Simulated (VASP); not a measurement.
# Al in VASP: further runs

The runs below take Al through single point, with r2SCAN, PBEsol, PBE0.

Everything below comes from runs of VASP 6.6.1. Logs are shortened: lines on timing, memory, paths and dates and some standing lists are left out, and cuts for length are marked.

**1. The cell of the first run**

Symmetry: P6_3/mmc, No. 194, hexagonal system. The conventional cell has a = 2.864 Å, b = 2.864 Å, c = 9.307 Å, α = 90.00°, β = 90.00°, γ = 120.00°. Within 3.8 Å of Al (site symmetry -6m2) lie 12 Al at 2.85 to 2.86 Å. Within 3.8 Å of Al (site symmetry -3m) lie 12 Al at 2.85 to 2.86 Å.

This isn't the form of Al at room conditions, which is fcc.

**2. Single point, r2SCAN**

POSCAR

```
Al
1.0
    2.8642796724      0.0000000000      0.0000000000
   -1.4321398362      2.4805389598      0.0000000000
    0.0000000000      0.0000000000      9.3068752623
Al
4
Direct
    0.6666666667      0.3333333333      0.7500000000
    0.0000000000      0.0000000000      0.5000000000
    0.3333333333      0.6666666667      0.2500000000
    0.0000000000      0.0000000000      0.0000000000
```

INCAR.step1

```
  ALGO = Normal
  EDIFF = 1E-4
  ENCUT = 520
  GGA = PE
  ISMEAR = -1
  LASPH = True
  LCHARG = False
  LREAL = False
  LWAVE = True
  NBANDS = 14
  NELM = 100
  PREC = Accurate
  SIGMA = 0.05
```

INCAR.step2

```
  ALGO = Normal
  EDIFF = 1E-6
  ENCUT = 520
  ISIF = 2
  ISMEAR = -1
  ISTART = 1
  LASPH = True
  LCHARG = False
  LMIXTAU = True
  LREAL = False
  LWAVE = False
  METAGGA = R2SCAN
  NBANDS = 14
  NELM = 100
  PREC = Accurate
  SIGMA = 0.05
```

KPOINTS

```
k-points
0
Gamma
  11 11 3
```

Potentials or basis: VASP PAW PBE potentials, release 64 (Al).

Started as:

```
$ cat potpaw_PBE.64/Al/POTCAR > POTCAR
$ cp INCAR.step1 INCAR
$ mpirun -np 1 vasp_std > vasp.out
$ cp INCAR.step2 INCAR
$ mpirun -np 1 vasp_std > vasp.out
```

OUTCAR:

```text
EDIFF = 1E-6
   ENCUT = 520
   ISIF = 2
   ISMEAR = -1
   ISTART = 1
   LASPH = True
   LREAL = False
   METAGGA = R2SCAN
   NELM = 100
   PREC = Accurate

 ion  position               nearest neighbor table
   1  0.667  0.333  0.750-   2 2.85   4 2.85   2 2.85   4 2.85   2 2.85   4 2.85
   2  0.000  0.000  0.500-   1 2.85   3 2.85   3 2.85   1 2.85   1 2.85   3 2.85
   3  0.333  0.667  0.250-   2 2.85   4 2.85   2 2.85   4 2.85   2 2.85   4 2.85
   4  0.000  0.000  0.000-   1 2.85   3 2.85   3 2.85   1 2.85   1 2.85   3 2.85

  LATTYP: Found a hexagonal cell.
 ALAT       =     2.8642796724
 C/A-ratio  =     3.2492899880

  Lattice vectors:

 A1 = (   2.8642796724,   0.0000000000,   0.0000000000)
 A2 = (  -1.4321398362,   2.4805389598,   0.0000000000)
 A3 = (   0.0000000000,   0.0000000000,   9.3068752623)

Analysis of symmetry for initial positions (statically):
=====================================================================
 Subroutine PRICEL returns:
 Original cell was already a primitive cell.

 Routine SETGRP: Setting up the symmetry group for a
 hexagonal supercell.

 Subroutine GETGRP returns: Found 24 space group operations
 (whereof 12 operations were pure point group operations)
 out of a pool of 24 trial point group operations.

The static configuration has the point symmetry D_3d.
 The point group associated with its full space group is D_6h.

Analysis of symmetry for dynamics (positions and initial velocities):
=====================================================================
 Subroutine PRICEL returns:
 Original cell was already a primitive cell.

 Routine SETGRP: Setting up the symmetry group for a
 hexagonal supercell.

 Subroutine GETGRP returns: Found 24 space group operations
 (whereof 12 operations were pure point group operations)
 out of a pool of 24 trial point group operations.

The dynamic configuration has the point symmetry D_3d.
 The point group associated with its full space group is D_6h.

 Subroutine INISYM returns: Found 24 space group operations
 (whereof 12 operations are pure point group operations),
 and found     1 'primitive' translations

----------------------------------------------------------------------------------------

                                     Primitive cell

  volume of cell :      66.1250

  direct lattice vectors                    reciprocal lattice vectors
     2.864279672  0.000000000  0.000000000     0.349127918  0.201569098  0.000000000
    -1.432139836  2.480538960  0.000000000     0.000000000  0.403138195  0.000000000
     0.000000000  0.000000000  9.306875262     0.000000000  0.000000000  0.107447448

  length of vectors
     2.864279672  2.864279672  9.306875262     0.403138195  0.403138195  0.107447448

  position of ions in fractional coordinates (direct lattice)
     0.666666667  0.333333333  0.750000000
     0.000000000  0.000000000  0.500000000
     0.333333333  0.666666667  0.250000000
     0.000000000  0.000000000  0.000000000

  ion indices of the primitive-cell ions
   primitive index   ion index
                 1           1
                 2           2
                 3           3
                 4           4

----------------------------------------------------------------------------------------

 KPOINTS: k-points

Automatic generation of k-mesh.
 Grid dimensions read from file:
 generate k-points for:   11   11    3

 Generating k-lattice:

  Cartesian coordinates                     Fractional coordinates (reciprocal lattice)
     0.031738902  0.018324463  0.000000000     0.090909091 -0.000000000  0.000000000
     0.000000000  0.036648927  0.000000000     0.000000000  0.090909091  0.000000000
     0.000000000  0.000000000  0.035815816     0.000000000  0.000000000  0.333333333

  Length of vectors
     0.036648927  0.036648927  0.035815816

  Shift w.r.t. Gamma in fractional coordinates (k-lattice)
     0.000000000  0.000000000  0.000000000

 Subroutine IBZKPT returns following result:
 ===========================================

 Found     32 irreducible k-points:

[... 42 lines left out ...]

 Free energy of the ion-electron system (eV)
  ---------------------------------------------------
  ext. energy  EPLUGINS =         0.00000000
  ---------------------------------------------------
  free energy    TOTEN  =       -26.90464758 eV

  energy without entropy =      -26.89160760  energy(sigma->0) =      -26.89812759

 E-fermi :   8.0205     XC(G=0): -10.9039

 val. band max:        8.0183580413   @ k =   0.2727   0.0909   0.0000
 cond. band min:       8.0507345674   @ k =   0.3636   0.0909   0.0000
 fundamental gap:      0.0323765260
 Fermi energy:         8.0204972994

 k-point     1 :       0.0000    0.0000    0.0000
  band No.  band energies     occupation
      1      -3.8326      2.00000
      2      -2.0261      2.00000
      3      -2.0252      2.00000
      4       3.0351      2.00000
      5       3.5303      2.00000
      6      11.7575      0.00000
      7      11.7596      0.00000
      8      19.3041      0.00000
      9      19.3041      0.00000
     10      19.4664      0.00000
     11      19.4664      0.00000
     12      20.4618      0.00000
     13      20.4618      0.00000
     14      20.6365      0.00000

 k-point     2 :       0.0909   -0.0000    0.0000
  band No.  band energies     occupation
      1      -3.6213      2.00000
      2      -1.8174      2.00000
      3      -1.8164      2.00000
      4       3.2321      2.00000
      5       3.7339      2.00000
      6      11.9174      0.00000
      7      11.9303      0.00000
      8      16.2458      0.00000
      9      17.5773      0.00000
     10      17.6893      0.00000
     11      17.7814      0.00000
     12      19.0932      0.00000
     13      19.1054      0.00000
     14      19.1528      0.00000
[... 343 lines left out ...]
      1      -2.9985      2.00000
      2      -2.3971      2.00000
      3      -0.0169      2.00000
      4       1.7395      2.00000
      5       6.3719      2.00000
      6       9.1631      0.00000
      7      14.4697      0.00000
      8      14.6704      0.00000
      9      15.2061      0.00000
     10      15.2187      0.00000
     11      15.9314      0.00000
     12      17.3513      0.00000
     13      17.4858      0.00000
     14      18.7878      0.00000

 k-point    24 :       0.1818    0.0909    0.3333
  band No.  band energies     occupation
      1      -2.1598      2.00000
      2      -1.5620      2.00000
      3       0.8032      2.00000
      4       2.5466      2.00000
      5       7.1193      2.00000
      6       9.7707      0.00000
      7      11.3458      0.00000
      8      11.8615      0.00000
      9      13.3449      0.00000
     10      13.5525      0.00000
     11      14.3630      0.00000
     12      15.5266      0.00000
     13      16.0067      0.00000
     14      16.9466      0.00000

 [... further k-points ...]

------------------------ aborting loop because EDIFF is reached ----------------------------------------

  FORCE on cell =-STRESS in cart. coord.  units (eV):
  Direction    XX          YY          ZZ          XY          YZ          ZX
  --------------------------------------------------------------------------------------
  -------------------------------------------------------------------------------------
  Total       -1.5548829     -1.5548829     -0.7627811      0.0000000      0.0000000      0.0000000
  in kB      -37.6741007    -37.6741007    -18.4818361      0.0000000      0.0000000      0.0000000
  external PRESSURE =     -31.2766791 kB  Pullay stress =       0.0000000 kB

 VOLUME and BASIS-vectors are now :
 -----------------------------------------------------------------------------
  energy-cutoff  :      520.00
  volume of cell :       66.12
      direct lattice vectors                 reciprocal lattice vectors
     2.864279672  0.000000000  0.000000000     0.349127918  0.201569098  0.000000000
    -1.432139836  2.480538960  0.000000000     0.000000000  0.403138195  0.000000000
     0.000000000  0.000000000  9.306875262     0.000000000  0.000000000  0.107447448

 POSITION                                       TOTAL-FORCE (eV/Angst)
 -----------------------------------------------------------------------------------
      1.43214      0.82685      6.98016         0.000000     -0.000000     -0.000000
      0.00000      0.00000      4.65344         0.000000      0.000000     -0.000000
     -0.00000      1.65369      2.32672        -0.000000      0.000000      0.000000
      0.00000      0.00000      0.00000         0.000000      0.000000     -0.000000
 -----------------------------------------------------------------------------------
    total drift:                               -0.000000      0.000000      0.000000

  FREE ENERGIE OF THE ION-ELECTRON SYSTEM (eV)
  ---------------------------------------------------
  free  energy   TOTEN  =       -26.9046475838 eV

  energy  without entropy=      -26.8916076021  energy(sigma->0) =      -26.89812759
```

Wall time 44 s (1 thread of Intel Xeon 6975P-C (Granite Rapids), shared host); peak memory 0.19 GiB.

Results:

| Item | Value |
| --- | --- |
| Free energy | -26.9046 eV |
| Pressure | -3.1 GPa |
| Band gap on the k mesh | zero (bands 6 and 7 overlap by 6.14 eV) |

Stress tensor (GPa, compression positive):
```
-3.77  0.00  0.00
 0.00 -3.77  0.00
 0.00  0.00 -1.85
```

Levels at points of the mesh, in eV from the Fermi level:
```csv
k point,band 4,band 5,band 6,band 7,band 8,band 9
"(0.00, 0.00, 0.00)",-4.99,-4.49,3.74,3.74,11.28,11.28
```

Caveat: the cell stands under tension; the PAW data sets were made with another functional, which shifts forces and pressure a little.

**3. Single point, r2SCAN**

This run uses another cell than the first one, of 16.85 Å³/atom.

POSCAR

```
Al
1.0
    2.8825239838      0.0000000000      0.0000000000
   -1.4412619919      2.4963389970      0.0000000000
    0.0000000000      0.0000000000      9.3661563209
Al
4
Direct
    0.6666666667      0.3333333333      0.7500000000
    0.0000000000      0.0000000000      0.5000000000
    0.3333333333      0.6666666667      0.2500000000
    0.0000000000      0.0000000000      0.0000000000
```

INCAR.step1

```
SYSTEM = Al
PREC = Accurate
ENCUT = 520
ISMEAR = -1
SIGMA = 0.05
LREAL = .False.
LASPH = .True.
NELM = 60
NBANDS = 14
GGA = PE
ALGO = Normal
EDIFF = 1E-4
LWAVE = .True.
LCHARG = .False.
```

INCAR.step2

```
SYSTEM = Al
PREC = Accurate
ENCUT = 520
EDIFF = 1E-7
ISMEAR = -1
SIGMA = 0.05
LREAL = .False.
LASPH = .True.
NELM = 60
ALGO = Normal
ISIF = 2
LWAVE = .False.
LCHARG = .False.
METAGGA = R2SCAN
LMIXTAU = .True.
NBANDS = 14
ISTART = 1
```

KPOINTS

```
regular mesh
0
Gamma
  11 11 3
  0 0 0
```

Potentials or basis: VASP PAW PBE potentials, release 64 (Al).

Started as:

```
$ cat potpaw_PBE.64/Al/POTCAR > POTCAR
$ cp INCAR.step1 INCAR
$ mpirun -np 1 vasp_std > vasp.out
$ cp INCAR.step2 INCAR
$ mpirun -np 1 vasp_std > vasp.out
```

Run time: 46 s. Hardware: 1 thread of Intel Xeon 6975P-C (Granite Rapids), shared host; peak memory 0.19 GiB.

The run converged. Its results:

```yaml
Free_energy: -26.8741 eV
Pressure: -4.5 GPa
Band_gap_on_the_k_mesh: zero (bands 6 and 7 overlap by 6.10 eV)
```

Stress tensor (GPa, compression positive):
```
-5.12  0.00  0.00
 0.00 -5.12  0.00
 0.00  0.00 -3.26
```

Levels at points of the mesh, in eV from the Fermi level:
```csv
k point,band 3,band 4,band 5,band 6,band 7,band 8,band 9,band 10
"(0.00, 0.00, 0.00)",-9.93,-4.90,-4.46,3.70,3.70,11.14,11.14,11.32
```

Caveat: the cell stands under tension; the PAW data sets were made with another functional, which shifts forces and pressure a little.

**4. Single point, PBEsol**

This run uses another cell than the first one, of 15.90 Å³/atom.

INCAR

```
ALGO = Fast
EDIFF = 1E-6
ENCUT = 520
GGA = PS
ISIF = 2
ISMEAR = 0
LASPH = T
LCHARG = F
LREAL = F
LWAVE = F
NBANDS = 14
NELM = 100
PREC = Accurate
SIGMA = 0.05
```

KPOINTS

```
k-points
0
Gamma
  12 12 4
```

POSCAR

```
Al
1.0
    2.8270770242      0.0000000000      0.0000000000
   -1.4135385121      2.4483205214      0.0000000000
    0.0000000000      0.0000000000      9.1859930700
Al
4
Direct
    0.6512710000      0.3181030000      0.7537220000
   -0.0068000000     -0.0034860000      0.4941930000
    0.3462790000      0.6774530000      0.2479860000
   -0.0057360000     -0.0001190000     -0.0007300000
```

Started as:

```
$ cat potpaw_PBE.64/Al/POTCAR > POTCAR
$ mpirun -np 1 vasp_std > vasp.out
```

Run time: 74 s. Hardware: 1 thread of Intel Xeon 6975P-C (Granite Rapids), shared host; peak memory 0.32 GiB.

It converged, with:

| Item | Value |
| --- | --- |
| Free energy | -16.2866 eV |
| Pressure | 2.0 GPa |
| Largest force | 0.341 eV/Å |
| Band gap on the k mesh | zero (bands 6 and 7 overlap by 5.36 eV) |

Forces on the atoms (eV/Å):
```
Al   0.012  0.045 -0.337
Al   0.024  0.011  0.319
Al  -0.057 -0.050 -0.063
Al   0.020 -0.006  0.082
```

Stress tensor (GPa, compression positive):
```
 2.01  0.01  0.00
 0.01  1.92 -0.04
 0.00 -0.04  1.94
```

Levels at points of the mesh, in eV from the Fermi level:
```
           k point  band 4  band 5  band 6  band 7  band 8  band 9
(0.00, 0.00, 0.00)   -4.66   -4.32    3.61    3.71   10.88   10.91
(0.50, 0.00, 0.00)   -3.95   -3.28   -3.23    0.91    1.27    1.51
(0.00, 0.50, 0.00)   -3.91   -3.33   -3.26    0.85    1.35    1.45
(0.50, 0.50, 0.00)   -3.93   -3.31   -3.24    0.87    1.31    1.48
(0.00, 0.00, 0.50)   -7.39   -0.81   -0.71    8.63    8.64   11.14
(0.50, 0.00, 0.50)   -4.80   -1.85   -1.77   -1.22   -1.13    4.76
(0.00, 0.50, 0.50)   -4.79   -1.90   -1.81   -1.19   -1.10    4.73
(0.50, 0.50, 0.50)   -4.80   -1.88   -1.79   -1.19   -1.12    4.74
```

Caveat: the PAW data sets were made with another functional, which shifts forces and pressure a little.

**5. Single point, PBEsol**

This run uses another cell than the first one, of 15.90 Å³/atom.

INCAR

```
PREC = Accurate
ENCUT = 520
EDIFF = 1E-6
ISMEAR = 0
SIGMA = 0.05
LREAL = False
LASPH = True
NELM = 100
ALGO = Fast
ISIF = 2
LWAVE = False
LCHARG = False
GGA = PS
NBANDS = 14
```

KPOINTS

```
Automatic mesh
0
Gamma
  15 15 4
```

POSCAR is that of step 4.

Started as:

```
$ cat potpaw_PBE.64/Al/POTCAR > POTCAR
$ mpirun -np 1 vasp_std > vasp.out
```

Wall time 1.9 min (1 thread of Intel Xeon 6975P-C (Granite Rapids), shared host); peak memory 0.41 GiB.

Results (log left out):

* Free energy: -16.2966 eV
* Pressure: 2.0 GPa
* Largest force: 0.330 eV/Å
* Band gap on the k mesh: zero (bands 6 and 7 overlap by 5.57 eV)

Forces on the atoms (eV/Å):
```
Al   0.013  0.046 -0.327
Al   0.024  0.011  0.309
Al  -0.057 -0.050 -0.018
Al   0.020 -0.006  0.036
```

Stress tensor (GPa, compression positive):
```
 1.61  0.10  0.01
 0.10  1.34 -0.02
 0.01 -0.02  3.09
```

Levels at points of the mesh, in eV from the Fermi level:
```tsv
k point	band 4	band 5	band 6	band 7	band 8	band 9
(0.00, 0.00, 0.00)	-4.68	-4.34	3.59	3.68	10.85	10.88
(0.00, 0.00, 0.50)	-7.41	-0.84	-0.74	8.61	8.62	11.11
```

Caveat: the PAW data sets were made with another functional, which shifts forces and pressure a little.

**6. Single point, PBE0**

This run uses another cell than the first one, of 15.90 Å³/atom.

POSCAR

```
Al
1.0
    2.8270770242      0.0000000000      0.0000000000
   -1.4135385121      2.4483205214      0.0000000000
    0.0000000000      0.0000000000      9.1859930700
Al
4
Direct
    0.6666666667      0.3333333333      0.7500000000
    0.0000000000      0.0000000000      0.5000000000
    0.3333333333      0.6666666667      0.2500000000
    0.0000000000      0.0000000000      0.0000000000
```

INCAR.step1

```
  PREC = Accurate
  ENCUT = 520
  EDIFF = 1E-5
  ISMEAR = 1
  SIGMA = 0.1
  LREAL = False
  LASPH = True
  NELM = 100
  ALGO = Normal
  ISIF = 2
  LWAVE = True
  NBANDS = 14
  GGA = PE
```

INCAR.step2

```
  PREC = Accurate
  ENCUT = 520
  EDIFF = 1E-6
  ISMEAR = 1
  SIGMA = 0.1
  LREAL = False
  LASPH = True
  NELM = 100
  ALGO = Normal
  ISIF = 2
  LWAVE = False
  LCHARG = True
  GGA = PE
  LHFCALC = True
  AEXX = 0.25
  PRECFOCK = Normal
  LELF = True
  LVHAR = True
  NBANDS = 14
  ISTART = 1
```

KPOINTS

```
regular mesh
0
Gamma
  6 6 2
```

Potentials or basis: VASP PAW PBE potentials, release 64 (Al).

Started as:

```
$ cat potpaw_PBE.64/Al/POTCAR > POTCAR
$ cp INCAR.step1 INCAR
$ mpirun -np 1 vasp_std > vasp.out
$ cp INCAR.step2 INCAR
$ mpirun -np 1 vasp_std > vasp.out
```

Run time: 3.2 min. Hardware: 1 thread of Intel Xeon 6975P-C (Granite Rapids), shared host; peak memory 0.19 GiB.

The run converged. Its results:

```
Free energy            : -17.6588 eV
Pressure               : 2.4 GPa
Band gap on the k mesh : zero (bands 6 and 7 overlap by 6.62 eV)
```

Stress tensor (GPa, compression positive):
```
0.99 0.00 0.00
0.00 0.99 0.00
0.00 0.00 5.17
```

Levels at points of the mesh, in eV from the Fermi level:
| k point | band 2 | band 3 | band 4 | band 5 | band 6 | band 7 | band 8 | band 9 | band 10 | band 11 |
| --- | --- | --- | --- | --- | --- | --- | --- | --- | --- | --- |
| (0.00, 0.00, 0.00) | -11.22 | -11.22 | -5.64 | -5.20 | 4.57 | 4.60 | 12.53 | 12.53 | 12.69 | 12.69 |
| (0.50, 0.00, 0.00) | -6.29 | -4.77 | -4.71 | -3.98 | -3.89 | 1.49 | 2.00 | 2.26 | 2.63 | 7.04 |
| (0.00, 0.00, 0.50) | -12.68 | -8.80 | -8.80 | -1.07 | -1.07 | 10.08 | 10.08 | 12.88 | 12.88 | 12.88 |
| (0.50, 0.00, 0.50) | -5.90 | -5.81 | -5.81 | -2.25 | -2.25 | -1.31 | -1.31 | 5.96 | 5.96 | 6.03 |

Caveat: the k points lie up to 0.43 Å⁻¹ apart, too coarse for converged energies and pressures of a metal; the PAW data sets were made with another functional, which shifts forces and pressure a little.

**7. The runs side by side**

```tsv
level	cell	k mesh	smearing	grid for exact exchange (PRECFOCK)	share of exact exchange	gap on the mesh (eV)	pressure (GPa)	largest force (eV/Å)
r2SCAN	a = 2.864, b = 2.864, c = 9.307 Å, angles 90.0, 90.0, 120.0°, 4 atoms, atomic positions A	11 × 11 × 3	fermi-dirac 0.05 eV	-	-	none	-3.1	-
r2SCAN	a = 2.883, b = 2.883, c = 9.366 Å, angles 90.0, 90.0, 120.0°, 4 atoms, atomic positions A	11 × 11 × 3	fermi-dirac 0.05 eV	-	-	none	-4.5	-
PBEsol	a = 2.827, b = 2.827, c = 9.186 Å, angles 90.0, 90.0, 120.0°, 4 atoms, atomic positions B	12 × 12 × 4	gaussian 0.05 eV	-	-	none	2.0	0.34
PBEsol	a = 2.827, b = 2.827, c = 9.186 Å, angles 90.0, 90.0, 120.0°, 4 atoms, atomic positions B	15 × 15 × 4	gaussian 0.05 eV	-	-	none	2.0	0.33
PBE0	a = 2.827, b = 2.827, c = 9.186 Å, angles 90.0, 90.0, 120.0°, 4 atoms, atomic positions A	6 × 6 × 2	methfessel-paxton 0.1 eV	Normal	0.25	none	2.4	-
```

Alike in all rows: task single point; potentials or basis VASP PAW PBE potentials, release 64 (Al); no spin polarisation; cutoff (eV) 520.

Caveats: some runs use coarse meshes; the PAW data sets were made with another functional, which shifts forces and pressure a little; the cell stands under tension (at least some runs).

Absolute energies hang on the potentials; compare differences alone.
